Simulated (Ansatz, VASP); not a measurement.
# CdSe: VASP beside Ansatz

```
Cd Se
1.0
     0.00000    3.09060    3.09060
     3.09060    0.00000    3.09060
     3.09060    3.09060    0.00000
Cd Se
1 1
Direct
  0.00000 0.00000 0.00000
  0.25000 0.25000 0.25000
```

Change from the starting cell: volume scaled by 1.02, PAW files.

Alike in both runs: task electric field gradients; functional LDA; k mesh 8 × 8 × 8; occupations fermi-dirac, width 0.03 eV; no spin polarisation.

```csv
,VASP,Ansatz
version,VASP 6.6.1,Ansatz 0.2.0
potentials or method,"VASP PAW LDA potentials, release 64 (Cd, Se)","PAW with Ansatz's default frozen-core files, scalar-relativistic"
plane-wave cutoff (eV),520,420
valence electrons in the cell,18,36
```

|  | VASP | Ansatz | Ansatz less VASP |
| --- | --- | --- | --- |
| pressure (GPa) | -3.7 | -4.1 | -0.34 |

LDA's correlation is that of Perdew and Zunger in VASP and of Perdew and Wang (1992) in Ansatz. VASP's potentials hold 18 valence electrons a cell and Ansatz's 36, so a difference there can come from the potentials and not from the codes.
